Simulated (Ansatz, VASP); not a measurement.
# Te in VASP and in Ansatz

The input INCAR:

```
ALGO = Normal
EDIFF = 1E-7
ENCUT = 520
GGA = PE
ISIF = 2
ISMEAR = -1
LASPH = T
LCHARG = F
LREAL = F
LWAVE = F
NBANDS = 20
NELM = 100
PREC = Accurate
SIGMA = 0.05
```

KPOINTS

```
k-points
0
Gamma
  4 4 4
```

POSCAR

```
Te
1.0
    5.2232600000      0.0000000000      0.0000000000
    0.0000000000      5.2232600000      0.0000000000
    0.0000000000      0.0000000000      5.2232600000
Te
4
Direct
    0.8750000000      0.1250000000      0.6250000000
    0.3750000000      0.3750000000      0.3750000000
    0.1250000000      0.6250000000      0.8750000000
    0.6250000000      0.8750000000      0.1250000000
```

File input.yaml:

```yaml
crystal:
  lattice:
    - [5.22326, 0.0, 0.0]
    - [0.0, 5.22326, 0.0]
    - [0.0, 0.0, 5.22326]
  atoms:
    - { symbol: Te, position: [0.875, 0.125, 0.625] }
    - { symbol: Te, position: [0.375, 0.375, 0.375] }
    - { symbol: Te, position: [0.125, 0.625, 0.875] }
    - { symbol: Te, position: [0.625, 0.875, 0.125] }
hamiltonian:
  xc: pbe
  pseudopotentials: { kind: paw }
kpoints:
  mp_grid: { grid: [4, 4, 4] }
  band_path:
    path:
      - [[0.0, 0.0, 0.0], [0.0, 0.5, 0.0], [0.5, 0.5, 0.0], [0.0, 0.0, 0.0], [0.5, 0.5, 0.5], [0.0, 0.5, 0.0]]
      - [[0.5, 0.5, 0.0], [0.5, 0.5, 0.5]]
    npoints: 14
scf:
  occupations: { method: fermi_dirac, width: 0.05 }
  n_extra_bands: 10
output:
  forces: true
  stress: true
  eigenvalues: true
  fatbands: false
```

Alike in both runs: functional PBE; k mesh 4 × 4 × 4; occupations fermi-dirac, width 0.05 eV; no spin polarisation.

```csv
,VASP,Ansatz
version,VASP 6.6.1,Ansatz 0.2.0
potentials or method,"VASP PAW PBE potentials, release 64 (Te)",Ansatz PAW
plane-wave cutoff (eV),520,420
valence electrons in the cell,24,64
task,single point,band structure
```

```csv
,VASP,Ansatz,Ansatz less VASP
gap on the k mesh at the Fermi level (eV),none,none,-
pressure (GPa),0.1,0.1,+0.04
```

A gap of «none» marks a metal or a gap that the smearing closes. The functional is the same, so the differences come from potentials, cutoffs and numerics. VASP's potentials hold 24 valence electrons a cell and Ansatz's 64, so a difference there can come from the potentials and not from the codes.

Spin-orbit coupling is off throughout.
